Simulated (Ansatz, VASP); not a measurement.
## One calculation of GaP, two programs

INCAR

```
SYSTEM = GaP
ALGO = Normal
EDIFF = 1E-6
ENCUT = 500
GGA = PS
GGA_COMPAT = .False.
ISIF = 2
ISMEAR = 0
IVDW = 13
LASPH = .True.
LCHARG = .False.
LREAL = .False.
LWAVE = .False.
NBANDS = 16
NELM = 120
PREC = Accurate
SIGMA = 0.01
```

KPOINTS

```
k-points
0
Gamma
  6 6 6
  0 0 0
```

Contents of POSCAR:

```
GaP
1.0
    0.0000000000      2.7254102088      2.7254102088
    2.7254102088      0.0000000000      2.7254102088
    2.7254102088      2.7254102088      0.0000000000
Ga P
1 1
Direct
    0.0000000000      0.0000000000      0.0000000000
    0.2500000000      0.2500000000      0.2500000000
```

Input for Ansatz:

```yaml
crystal:
  lattice:
    - [0.0, 2.7254102088, 2.7254102088]
    - [2.7254102088, 0.0, 2.7254102088]
    - [2.7254102088, 2.7254102088, 0.0]
  atoms:
    - { symbol: Ga, position: [0.0, 0.0, 0.0] }
    - { symbol: P, position: [0.25, 0.25, 0.25] }
kpoints:
  mp_grid: { grid: [6, 6, 6] }
hamiltonian:
  xc: pbesol
  dispersion: d4
scf:
  occupations: { method: fixed }
  n_extra_bands: 4
output:
  forces: true
  stress: true
  eigenvalues: true
```

Alike in both runs: task single point; functional PBEsol; dispersion D4; k mesh 6 × 6 × 6; no spin polarisation.

```csv
,VASP,Ansatz
version,VASP 6.6.1,Ansatz 0.2.0
potentials or method,"VASP PAW PBE potentials, release 64 (Ga_d, P)",plane waves
plane-wave cutoff (eV),500,420
occupations,"gaussian, width 0.01 eV",fixed
valence electrons in the cell,18,18
```

```tsv
	VASP	Ansatz	Ansatz less VASP
gap on the k mesh at the Fermi level (eV)	1.51	1.51	-0.002
pressure (GPa)	-2.4	-2.3	+0.09
```

VASP's potentials were made for PBE, not for PBEsol.
